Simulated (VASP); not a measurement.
# Si2W in VASP: further runs

The runs below take Si2W through single point, with PBE.

All numbers are computed with VASP 6.6.1; they aren't measurements. Logs are shortened: lines on timing, memory, paths and dates and some standing lists are left out, and cuts for length are marked.

### 1 The cell of the first run

Symmetry: Immm, No. 71, orthorhombic system. The conventional cell has a = 3.194 Å, b = 3.374 Å, c = 7.824 Å, α = 90.00°, β = 90.00°, γ = 90.00°. Within 3.4 Å of Si (site symmetry mm2) lie 9 Si at 2.58 to 3.37 Å and 5 W at 2.62 to 2.66 Å. Within 3.5 Å of W (site symmetry mmm) lie 10 Si at 2.62 to 2.66 Å and 4 W at 3.19 to 3.37 Å.

### 2 Single point, PBE (uniaxial strain along a: +4.5 %, then relaxed in part)

Input file INCAR:

```
ALGO = Normal
EDIFF = 1E-6
ENCUT = 520
GGA = PE
ISIF = 2
ISMEAR = 0
LASPH = T
LCHARG = F
LREAL = F
LWAVE = F
NBANDS = 31
NELM = 100
PREC = Accurate
SIGMA = 0.1
```

Input file KPOINTS:

```
k-points
0
Gamma
  12 12 6
```

Input file POSCAR:

```
Si2W
1.0
    3.3743001035      0.0000000000      0.0000000000
    0.0000000000      3.1941554928      0.0000000000
    0.0000000000      0.0000000000      7.8242934476
Si W
4 2
Direct
    0.0000000000      0.0000000000      0.3350106807
    0.5000000000      0.5000000000      0.1649893193
    0.5000000000      0.5000000000      0.8350106807
    0.0000000000      0.0000000000      0.6649893193
    0.0000000000      0.0000000000      0.0000000000
    0.5000000000      0.5000000000      0.5000000000
```

Potentials or basis: VASP PAW PBE potentials, release 64 (Si, W_sv).

Run with:

```
cat potpaw_PBE.64/Si/POTCAR potpaw_PBE.64/W_sv/POTCAR > POTCAR
mpirun -np 1 vasp_std > vasp.out
```

OUTCAR:

```text
EDIFF = 1E-6
   ENCUT = 520
   GGA = PE
   ISIF = 2
   ISMEAR = 0
   LASPH = T
   LREAL = F
   NELM = 100
   PREC = Accurate

 ion  position               nearest neighbor table
   1  0.000  0.000  0.335-   4 2.58   5 2.62   6 2.66   6 2.66   6 2.66   6 2.66   2 2.68   2 2.68
                             2 2.68   2 2.68
   2  0.500  0.500  0.165-   3 2.58   6 2.62   5 2.66   5 2.66   5 2.66   5 2.66   1 2.68   1 2.68
                             1 2.68   1 2.68
   3  0.500  0.500  0.835-   2 2.58   6 2.62   5 2.66   5 2.66   5 2.66   5 2.66   4 2.68   4 2.68
                             4 2.68   4 2.68
   4  0.000  0.000  0.665-   1 2.58   5 2.62   6 2.66   6 2.66   6 2.66   6 2.66   3 2.68   3 2.68
                             3 2.68   3 2.68
   5  0.000  0.000  0.000-   1 2.62   4 2.62   3 2.66   2 2.66   2 2.66   3 2.66   2 2.66   3 2.66
                             2 2.66   3 2.66
   6  0.500  0.500  0.500-   2 2.62   3 2.62   1 2.66   4 2.66   1 2.66   4 2.66   1 2.66   4 2.66
                             1 2.66   4 2.66

  LATTYP: Found a simple orthorhombic cell.
 ALAT       =     3.1941554928
 B/A-ratio  =     1.0563981970
 C/A-ratio  =     2.4495656098

  Lattice vectors:

 A1 = (   0.0000000000,  -3.1941554928,   0.0000000000)
 A2 = (   3.3743001035,   0.0000000000,   0.0000000000)
 A3 = (   0.0000000000,   0.0000000000,   7.8242934476)

Analysis of symmetry for initial positions (statically):
=====================================================================
 Subroutine PRICEL returns following result:

  LATTYP: Found a body centered orthorhombic cell.
 ALAT       =     3.1941554928
 B/A-ratio  =     1.0563981970
 C/A-ratio  =     2.4495656098

  Lattice vectors:

 A1 = (   1.6871500517,  -1.5970777464,  -3.9121467238)
 A2 = (  -1.6871500517,   1.5970777464,  -3.9121467238)
 A3 = (   1.6871500517,   1.5970777464,   3.9121467238)

   2 primitive cells build up your supercell.

 Routine SETGRP: Setting up the symmetry group for a
 simple orthorhombic supercell.

 Subroutine GETGRP returns: Found  8 space group operations
 (whereof  8 operations were pure point group operations)
 out of a pool of  8 trial point group operations.

The static configuration has the point symmetry D_2h.

Analysis of symmetry for dynamics (positions and initial velocities):
=====================================================================
 Subroutine PRICEL returns following result:

  LATTYP: Found a body centered orthorhombic cell.
 ALAT       =     3.1941554928
 B/A-ratio  =     1.0563981970
 C/A-ratio  =     2.4495656098

  Lattice vectors:

 A1 = (   1.6871500517,  -1.5970777464,  -3.9121467238)
 A2 = (  -1.6871500517,   1.5970777464,  -3.9121467238)
 A3 = (   1.6871500517,   1.5970777464,   3.9121467238)

   2 primitive cells build up your supercell.

 Routine SETGRP: Setting up the symmetry group for a
 simple orthorhombic supercell.

 Subroutine GETGRP returns: Found  8 space group operations
 (whereof  8 operations were pure point group operations)
 out of a pool of  8 trial point group operations.

The dynamic configuration has the point symmetry D_2h.

 Subroutine INISYM returns: Found  8 space group operations
 (whereof  8 operations are pure point group operations),
 and found     2 'primitive' translations

----------------------------------------------------------------------------------------

                                     Primitive cell

  volume of cell :      42.1653

  direct lattice vectors                    reciprocal lattice vectors
     1.687150052 -1.597077746 -3.912146724     0.296357754  0.000000000 -0.127807067
    -1.687150052  1.597077746 -3.912146724     0.000000000  0.313071797 -0.127807067
     1.687150052  1.597077746  3.912146724     0.296357754  0.313071797  0.000000000

  length of vectors
     4.549947759  4.549947759  4.549947759     0.322742258  0.338154693  0.431093805

  position of ions in fractional coordinates (direct lattice)
     0.664989319  0.664989319  0.000000000
     0.335010681  0.335010681  0.000000000
     0.000000000  0.000000000  0.000000000

  ion indices of the primitive-cell ions
   primitive index   ion index
                 1           1
                 2           4
                 3           5

----------------------------------------------------------------------------------------

 KPOINTS: k-points

Automatic generation of k-mesh.
 Grid dimensions read from file:
 generate k-points for:   12   12    6

 Generating k-lattice:

  Cartesian coordinates                     Fractional coordinates (reciprocal lattice)
     0.024696480  0.000000000  0.000000000     0.083333333  0.000000000  0.000000000
     0.000000000  0.026089316  0.000000000     0.000000000  0.083333333  0.000000000
     0.000000000  0.000000000  0.021301178     0.000000000  0.000000000  0.166666667

  Length of vectors
     0.024696480  0.026089316  0.021301178

  Shift w.r.t. Gamma in fractional coordinates (k-lattice)
     0.000000000  0.000000000  0.000000000

 Subroutine IBZKPT returns following result:
 ===========================================

 Found    196 irreducible k-points:

 Following reciprocal coordinates:
            Coordinates               Weight
  0.000000  0.000000  0.000000      1.000000
  0.083333  0.000000  0.000000      2.000000
  0.166667  0.000000  0.000000      2.000000
  0.250000  0.000000  0.000000      2.000000
  0.333333  0.000000  0.000000      2.000000
  0.416667  0.000000  0.000000      2.000000
[... 16 lines left out ...]
  0.083333  0.250000  0.000000      4.000000
  0.166667  0.250000  0.000000      4.000000
 [... further k-points ...]
   k-points           NKPTS =    196   k-points in BZ     NKDIM =    196   number of bands    NBANDS=     31
   number of dos      NEDOS =    301   number of ions     NIONS =      6
   total plane-waves  NPLWV =  40320
   dimension x,y,z NGX =    28 NGY =   24 NGZ =   60
   dimension x,y,z NGXF=    56 NGYF=   48 NGZF=  120
   ions per type =               4   2
   NGX,Y,Z   is equivalent  to a cutoff of  13.80, 12.49, 12.75 a.u.
   NGXF,Y,Z  is equivalent  to a cutoff of  27.59, 24.98, 25.50 a.u.
 SYSTEM =  unknown system
   PREC   = accura    normal or accurate (medium, high low for compatibility)
   ISTART =      0    job   : 0-new  1-cont  2-samecut
   ICHARG =      2    charge: 1-file 2-atom 10-const
   ISPIN  =      1    spin polarized calculation?
   LNONCOLLINEAR =      F non collinear calculations
   LSORBIT =      F    spin-orbit coupling
   LASPH  =      T    aspherical Exc in radial PAW
   ENCUT  =  520.0 eV  38.22 Ry    6.18 a.u.   6.27  5.94 14.55*2*pi/ulx,y,z
   NELM   =    100;   NELMIN=  2; NELMDL= -5     # of ELM steps
   EDIFF  = 0.1E-05   stopping-criterion for ELM
   LREAL  =      F    real-space projection
   EDIFFG = 0.1E-04   stopping-criterion for IOM
   NSW    =      0    number of steps for IOM
   IBRION =     -1    ionic relax: 0-MD 1-quasi-New 2-CG
   NFREE  =      0    steps in history (QN), initial steepest desc. (CG)
   ISIF   =      2    stress and relaxation
   ISYM   =      2    0-nonsym 1-usesym 2-fastsym
   POTIM  = 0.5000    time-step for ionic-motion
   TEBEG  =    0.0;   TEEND  =   0.0 temperature during run
   PSTRESS=    0.0 pullay stress
   NELECT =      44.0000    total number of electrons
   NUPDOWN=      -1.0000    fix difference up-down
   EMIN   =  10.00;   EMAX   =-10.00  energy-range for DOS
   EFERMI =   0.00;   METHOD = LEGACY
   ISMEAR =     0;   SIGMA  =   0.10  broadening in eV -4-tet -1-fermi 0-gaus
   EFERMI_NEDOS =   21; number of points for ismear=-14 and -15
   IALGO  =     38    algorithm
   IMIX   =      4    mixing-type and parameters
     AMIX     =   0.40;   BMIX     =  1.00
     AMIX_MAG =   1.60;   BMIX_MAG =  1.00
  volume/ion in A,a.u.               =      14.06        94.85
  Fermi-wavevector in a.u.,A,eV,Ry     =   1.317945  2.490556 23.633050  1.736980
  Thomas-Fermi vector in A             =   2.447950
   LORBIT       =      0    0 simple, 1 ext, 2 COOP (PROOUT), +10 PAW based schemes
   GGA     = PE    functional components
   LHFCALC =     F    Hartree Fock is set to
   AEXX    =    0.0000 exact exchange contribution
   IVDW    =     0    specifies the selected vdW correction
   LEPSILON=     F    determine dielectric tensor
   LRPA    =     F    only Hartree local field effects (RPA)
 non-spin polarized calculation
 Gauss-broadening in eV      SIGMA  =   0.10
  energy-cutoff  :      520.00
  volume of cell :       84.33
 maximum number of plane-waves:      2298
 NGX is ok and might be reduce to    28
   NGX = 13   NGY = 11   NGZ = 29

 number of electron      43.9999999 magnetization

 Free energy of the ion-electron system (eV)
  ---------------------------------------------------
  ext. energy  EPLUGINS =         0.00000000
  ---------------------------------------------------
  free energy    TOTEN  =       -49.45407712 eV

  energy without entropy =      -49.45106788  energy(sigma->0) =      -49.45257250

 E-fermi :  11.3824     XC(G=0): -12.3269

 val. band max:       11.3787157486   @ k =   0.1667   0.0833   0.1667
 cond. band min:      11.4069896739   @ k =   0.0000   0.1667   0.0000
 fundamental gap:      0.0282739253
 Fermi energy:        11.3824039784

 k-point     1 :       0.0000    0.0000    0.0000
  band No.  band energies     occupation
      1     -62.5860      2.00000
      2     -62.5859      2.00000
      3     -26.8888      2.00000
      4     -26.8875      2.00000
      5     -26.8058      2.00000
      6     -26.7908      2.00000
[... 23 lines left out ...]
     30      15.8524      0.00000
     31      16.0388      0.00000

 k-point     2 :       0.0833    0.0000    0.0000
  band No.  band energies     occupation
      1     -62.5857      2.00000
      2     -62.5857      2.00000
      3     -26.8976      2.00000
      4     -26.8963      2.00000
      5     -26.8046      2.00000
      6     -26.7901      2.00000
[... 740 lines left out ...]
 k-point    24 :       0.1667    0.2500    0.0000
  band No.  band energies     occupation
      1     -62.5811      2.00000
      2     -62.5810      2.00000
      3     -26.9094      2.00000
      4     -26.9087      2.00000
      5     -26.8600      2.00000
      6     -26.8594      2.00000
[... 23 lines left out ...]
     30      15.8236      0.00000
     31      15.9478      0.00000

 [... further k-points ...]

------------------------ aborting loop because EDIFF is reached ----------------------------------------

  FORCE on cell =-STRESS in cart. coord.  units (eV):
  Direction    XX          YY          ZZ          XY          YZ          ZX
  --------------------------------------------------------------------------------------
  -------------------------------------------------------------------------------------
  Total       -7.8964172      0.0310352     -0.0101554     -0.0000000      0.0000000      0.0000000
  in kB     -150.0222861      0.5896301     -0.1929397     -0.0000000      0.0000000      0.0000000
  external PRESSURE =     -49.8751986 kB  Pullay stress =       0.0000000 kB

 VOLUME and BASIS-vectors are now :
 -----------------------------------------------------------------------------
  energy-cutoff  :      520.00
  volume of cell :       84.33
      direct lattice vectors                 reciprocal lattice vectors
     3.374300103  0.000000000  0.000000000     0.296357754  0.000000000  0.000000000
     0.000000000  3.194155493  0.000000000     0.000000000  0.313071797  0.000000000
     0.000000000  0.000000000  7.824293448     0.000000000  0.000000000  0.127807067

 POSITION                                       TOTAL-FORCE (eV/Angst)
 -----------------------------------------------------------------------------------
      0.00000      0.00000      2.62122         0.000000     -0.000000     -0.001115
      1.68715      1.59708      1.29092        -0.000000      0.000000      0.001115
      1.68715      1.59708      6.53337        -0.000000     -0.000000     -0.001115
      0.00000      0.00000      5.20307        -0.000000     -0.000000      0.001115
      0.00000      0.00000      0.00000         0.000000     -0.000000     -0.000000
      1.68715      1.59708      3.91215         0.000000      0.000000     -0.000000
 -----------------------------------------------------------------------------------
    total drift:                               -0.000000      0.000000      0.000000

  FREE ENERGIE OF THE ION-ELECTRON SYSTEM (eV)
  ---------------------------------------------------
  free  energy   TOTEN  =       -49.4540771163 eV

  energy  without entropy=      -49.4510678765  energy(sigma->0) =      -49.45257250
```

Wall time 2.8 min (1 thread of Intel Xeon 6975P-C (Granite Rapids), shared host); peak memory 0.49 GiB.

Results:

```yaml
Free_energy: -49.4541 eV
Pressure: -5.0 GPa
Band_gap_on_the_k_mesh: zero (bands 22 and 23 overlap by 0.82 eV)
```

Levels at points of the mesh, in eV from the Fermi level:
| k point | band 19 | band 20 | band 21 | band 22 | band 23 | band 24 | band 25 | band 26 |
| --- | --- | --- | --- | --- | --- | --- | --- | --- |
| (0.00, 0.00, 0.00) | -1.59 | -0.81 | -0.37 | -0.12 | 0.46 | 0.64 | 2.03 | 2.27 |
| (0.50, 0.00, 0.00) | -2.34 | -2.34 | -0.44 | -0.44 | 1.76 | 1.76 | 2.48 | 2.48 |
| (0.00, 0.50, 0.00) | -2.28 | -2.28 | -1.02 | -1.02 | 2.15 | 2.15 | 2.93 | 2.93 |
| (0.50, 0.50, 0.00) | -2.96 | -2.96 | -1.81 | -1.81 | 2.25 | 2.25 | 2.84 | 2.84 |
| (0.00, 0.00, 0.50) | -1.77 | -1.77 | 0.55 | 0.55 | 0.95 | 0.95 | 1.16 | 1.16 |
| (0.50, 0.00, 0.50) | -2.40 | -2.40 | -0.19 | -0.19 | 1.81 | 1.81 | 3.06 | 3.06 |
| (0.00, 0.50, 0.50) | -2.55 | -2.55 | -0.72 | -0.72 | 2.15 | 2.15 | 2.94 | 2.94 |
| (0.50, 0.50, 0.50) | -2.46 | -2.46 | -2.19 | -2.19 | 0.08 | 0.08 | 2.30 | 2.30 |

Caveat: the cell differs from its parent crystal (uniaxial strain along a: +4.5 %, then relaxed in part); the stress differs along the axes, from -15 to 0 GPa; spin-orbit coupling is left out, which moves the levels of the heavy elements.

### 3 Single point, PBE (strained and its atoms moved)

Input file INCAR:

```
SYSTEM = Si2W
  PREC = Accurate
  ENCUT = 520
  EDIFF = 1E-6
  ISMEAR = 0
  SIGMA = 0.1
  LREAL = .False.
  LASPH = .True.
  NELM = 100
  ALGO = Normal
  ISIF = 2
  LWAVE = .False.
  LCHARG = .False.
  GGA = PE
  NBANDS = 18
```

Input file KPOINTS:

```
regular mesh
0
Gamma
  18 18 18
  0 0 0
```

Input file POSCAR:

```
Si2W
1.0
   -1.6547421000      1.6547421000      4.0004790000
    1.6547421000     -1.6547421000      4.0004790000
    1.6547421000      1.6547421000     -4.0004790000
Si W
2 1
Direct
    0.2941438810      0.2941438810      0.0000000000
    0.7058561190      0.7058561190      0.0000000000
    0.0000000000      0.0000000000      0.0000000000
```

Potentials or basis: VASP PAW PBE potentials, release 64 (Si, W_sv).

Run with:

```
cat potpaw_PBE.64/Si/POTCAR potpaw_PBE.64/W_sv/POTCAR > POTCAR
mpirun -np 1 vasp_std > vasp.out
```

Run time: 4.8 min. Hardware: 1 thread of AMD EPYC 9R45 (Zen 5), shared host; peak memory 0.45 GiB.

The run converged. Its results:

```
Free energy            : -23.1105 eV
Pressure               : -1.5 GPa
Largest force          : 4.721 eV/Å
Band gap on the k mesh : zero (bands 11 and 12 overlap by 2.19 eV)
```

Forces on the atoms (eV/Å):
```
Si   0.000  0.000  4.721
Si   0.000  0.000 -4.721
W    0.000  0.000  0.000
```

Stress tensor (GPa, compression positive):
```
-8.74  0.00  0.00
 0.00 -8.74  0.00
 0.00  0.00 12.89
```

Levels at points of the mesh, in eV from the Fermi level:
| k point | band 7 | band 8 | band 9 | band 10 | band 11 | band 12 | band 13 | band 14 | band 15 | band 16 |
| --- | --- | --- | --- | --- | --- | --- | --- | --- | --- | --- |
| (0.00, 0.00, 0.00) | -3.49 | -3.46 | -3.46 | -2.20 | 1.18 | 1.36 | 2.07 | 3.49 | 4.50 | 4.50 |
| (0.50, 0.00, 0.00) | -4.58 | -3.47 | -2.82 | -1.86 | -0.34 | 1.33 | 2.48 | 3.53 | 4.24 | 4.93 |
| (0.50, 0.50, 0.00) | -6.49 | -6.33 | -4.86 | -2.55 | -0.11 | 1.69 | 2.57 | 2.81 | 3.15 | 4.64 |
| (0.50, 0.50, 0.50) | -4.02 | -2.88 | -1.79 | -1.79 | -0.38 | -0.38 | 1.41 | 4.43 | 4.50 | 4.52 |

Caveat: the cell differs from its parent crystal (strained and its atoms moved); the stress differs along the axes, from -9 to 13 GPa; spin-orbit coupling is left out, which moves the levels of the heavy elements; forces of over 1 eV/Å act on the atoms, so gaps and moduli don't describe the material at rest.

### 4 Single point, PBE (one atom moved)

Input file INCAR:

```
SYSTEM = Si2W
ALGO = Normal
EDIFF = 1E-6
ENCUT = 520
GGA = PE
ISIF = 2
ISMEAR = 0
LASPH = .TRUE.
LCHARG = .FALSE.
LREAL = .FALSE.
LWAVE = .FALSE.
NBANDS = 18
NELM = 80
PREC = Accurate
SIGMA = 0.1
```

Input file KPOINTS:

```
k-points
0
G
  16 16 16
  0 0 0
```

Input file POSCAR:

```
Si2W
1.0
   -1.6060000000      1.6060000000      3.9400000000
    1.6060000000     -1.6060000000      3.9400000000
    1.6060000000      1.6060000000     -3.9400000000
Si W
2 1
Direct
    0.3330000000      0.3610199253      0.0280199253
    0.6670000000      0.6670000000      0.0000000000
    0.0000000000      0.0000000000      0.0000000000
```

Run with:

```
cat potpaw_PBE.64/Si/POTCAR potpaw_PBE.64/W_sv/POTCAR > POTCAR
mpirun -np 1 vasp_std > vasp.out
```

It took 11 min on 1 thread of AMD EPYC 9R45 (Zen 5), shared host; peak memory 0.79 GiB.

The run converged. Its results:

* Free energy: -24.7749 eV
* Pressure: 2.2 GPa
* Largest force: 0.785 eV/Å
* Band gap on the k mesh: zero (bands 11 and 12 overlap by 1.29 eV)

Forces on the atoms (eV/Å):
```
Si  -0.764  0.000  0.177
Si   0.300  0.000 -0.245
W    0.464  0.000  0.069
```

Stress tensor (GPa, compression positive):
```
2.88 0.00 0.48
0.00 3.25 0.00
0.48 0.00 0.34
```

Levels at points of the mesh, in eV from the Fermi level:
```csv
k point,band 9,band 10,band 11,band 12,band 13,band 14
"(0.00, 0.00, 0.00)",-2.88,-2.83,0.66,2.57,2.81,3.19
"(0.50, 0.00, 0.00)",-2.84,-2.66,-0.43,2.69,2.76,3.92
"(0.00, 0.50, 0.00)",-2.83,-2.64,-0.46,2.40,2.72,3.82
"(0.50, 0.00, 0.50)",-2.79,-2.78,-0.43,2.72,3.06,3.98
"(0.50, 0.50, 0.00)",-5.05,-3.28,-1.71,2.61,2.98,3.11
"(0.50, 0.50, 0.50)",-0.88,-0.83,-0.54,-0.51,0.85,4.29
```

Caveat: the cell differs from its parent crystal (one atom moved); spin-orbit coupling is left out, which moves the levels of the heavy elements.

(Part 1 of 2 ends here.)

The gap in the log of VASP goes by the Fermi energy; the results here count the filled bands.